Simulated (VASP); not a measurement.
AlNi (CsCl type): single point with HSE06

AlNi (CsCl type):

```
CELL_PARAMETERS angstrom
2.92803 0.00000 0.00000
0.00000 2.92803 0.00000
0.00000 0.00000 2.92803
ATOMIC_POSITIONS crystal
Ni 0.00000 0.00000 0.00000
Al 0.50000 0.50000 0.50000
```

```yaml
Program: VASP 6.6.1
Task: single point
Functional: HSE06
Potentials_or_basis: VASP PAW PBE potentials, release 64 (Ni, Al)
Cutoff: 520 eV
k_mesh: 4 × 4 × 4
Occupations: fermi-dirac, width 0.1 eV
Spin: no spin polarisation
Dipole_correction: no
Grid_for_exact_exchange_PRECFOCK: Normal
Further_INCAR_settings: ALGO = Normal; EDIFF = 1e-06; NBANDS = 14
Screening_parameter: 0.2079 1/Å
```

```json
{"Pressure": "-10.5 GPa"}
```

Levels at points of the mesh, in eV from the Fermi level:
| k point | band 4 | band 5 | band 6 | band 7 | band 8 | band 9 |
| --- | --- | --- | --- | --- | --- | --- |
| (0.00, 0.00, 0.00) | -1.92 | -1.92 | -1.92 | 6.38 | 6.38 | 6.38 |
| (0.50, 0.00, 0.00) | -2.67 | -2.67 | -1.85 | -0.72 | 9.34 | 11.22 |
| (0.50, 0.50, 0.00) | -2.80 | -2.48 | -2.48 | -1.32 | 2.29 | 2.96 |
| (0.50, 0.50, 0.50) | -1.27 | -1.27 | 2.78 | 2.78 | 2.78 | 4.15 |

It took 5.1 min on 1 thread of Intel Xeon 6975P-C, on a shared host, peak memory 0.24 GiB.

Caveat: the k points lie up to 0.54 Å⁻¹ apart; the PAW data sets were made with another functional, which shifts forces and pressure a little. Spin polarisation is off, so any magnetic state and its effect on volume and gap are missing.
